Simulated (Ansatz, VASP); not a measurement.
**One calculation of MnO, two programs**

```xyz
2
Lattice="0.0000 2.2239 2.2239 2.2239 0.0000 2.2239 2.2239 2.2239 0.0000" Properties=species:S:1:pos:R:3 pbc="T T T"
Mn    0.0000    0.0000    0.0000
O     2.2239    2.2239    2.2239
```

Alike in both runs: task single point; functional PBE; k mesh 10 × 10 × 10; occupations gaussian, width 0.027 eV; collinear spin.

|  | VASP | Ansatz |
| --- | --- | --- |
| version | VASP 6.6.1 | Ansatz 0.2.0 |
| potentials or method | VASP PAW PBE potentials, release 64 (Mn_pv, O), cutoff 520 eV | all-electron LAPW, scalar-relativistic |

Ansatz gave:

| Item | Value |
| --- | --- |
| gap on the k mesh at the Fermi level (eV) | none |
| pressure (GPa) | 0.2 |
| net moment per atom (μB) | 2.40 |
| size of the moment on the site where the two differ most (μB) | 0.24 |

Task: What did VASP give for the same quantities?

Result: gap on the k mesh at the Fermi level (eV): none; pressure (GPa): 0.4; net moment per atom (μB): 2.40; size of the moment on the site where the two differ most (μB): 0.21.

Site moments also hang on the region over which each program counts them. A gap of «none» marks a metal or a gap that the smearing closes. Ansatz ran all-electron here, and VASP with PAW potentials.
